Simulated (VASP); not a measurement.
ZnCo: single point with LDA

ZnCo:

```xyz
2
Lattice="2.6500 0.0000 0.0000 -1.3250 2.2949 0.0000 0.0000 0.0000 4.2401" Properties=species:S:1:pos:R:3 pbc="T T T"
Zn    1.3250    0.7650    0.0000
Co    0.0000    0.0000    2.1200
```

```
Program             : VASP 6.6.1
Task                : single point
Functional          : LDA
Potentials or basis : VASP PAW LDA potentials, release 64 (Zn, Co)
Cutoff              : 520 eV
k mesh              : 13 × 13 × 7
Occupations         : fermi-dirac, width 0.1 eV
Spin                : collinear spin, ferromagnetic start
Starting moments    : [0.0, 1.8] μB
```

* Pressure: -19.0 GPa
* Net moment: 1.22 μB per cell
* Site moments: Zn -0.03; Co +1.28 μB
* Valence electrons inside the program's atomic spheres: Zn 10.88; Co 8.07

Stress tensor (GPa, compression positive):
```
-18.62   0.00   0.00
  0.00 -18.62   0.00
  0.00   0.00 -19.71
```

Levels at points of the mesh, in eV from the Fermi level:
Spin up:
```
           k point  band 7  band 8  band 9  band 10  band 11  band 12  band 13  band 14  band 15  band 16
(0.00, 0.00, 0.00)   -3.21   -1.83   -1.83    -1.34    -1.00    -1.00     3.05    18.58    18.58    19.77
```
Spin down:
| k point | band 8 | band 9 | band 10 | band 11 | band 12 | band 13 |
| --- | --- | --- | --- | --- | --- | --- |
| (0.00, 0.00, 0.00) | -1.32 | -0.67 | -0.67 | 0.29 | 0.29 | 3.53 |

It took 40 s on 1 thread of Intel(R) Xeon(R) 6975P-C (Granite Rapids) (shared host), peak memory 0.19 GiB.

Caveat: the cell stands under tension.
